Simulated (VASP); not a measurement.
Input of a VASP 6.6.1 run:

The input INCAR:

```
SYSTEM = TiC
ALGO = Normal ; EDIFF = 1E-6
ENCUT = 520 ; GGA = PE
ISIF = 2 ; ISMEAR = -1
LASPH = .True. ; LCHARG = .False.
LREAL = .False. ; LWAVE = .False.
NBANDS = 15 ; NELM = 60
PREC = Accurate ; SIGMA = 0.03
```

KPOINTS

```
k-points
0
Gamma
  16 16 16
  0 0 0
```

Contents of POSCAR:

```
TiC
1.0
    0.0432800000      2.1856400000      2.1856400000
    2.1856400000      0.0432800000      2.1856400000
    2.1856400000      2.1856400000      0.0432800000
Ti C
1 1
Direct
    0.0000000000      0.0000000000      0.0000000000
    0.5000000000      0.5000000000      0.5000000000
```

Potentials or basis: VASP PAW PBE potentials, release 64 (Ti_sv, C).

Command:

```bash
$ cat potpaw_PBE.64/Ti_sv/POTCAR potpaw_PBE.64/C/POTCAR > POTCAR
$ mpirun -np 1 vasp_std > vasp.out
```

Question: Estimate the pressure.

Answer: 1.1 GPa.

Question: Predict the band gap on the k mesh.

Answer: Zero (band 8 reaches 10.23 eV, above the bottom of band 9 at 9.15 eV).

Stress tensor (GPa, compression positive):
```
 1.14 -3.38 -3.38
-3.38  1.14 -3.38
-3.38 -3.38  1.14
```

Caveat: the cell differs from its parent crystal (equal xy, yz and zx shear strains of +2 %).
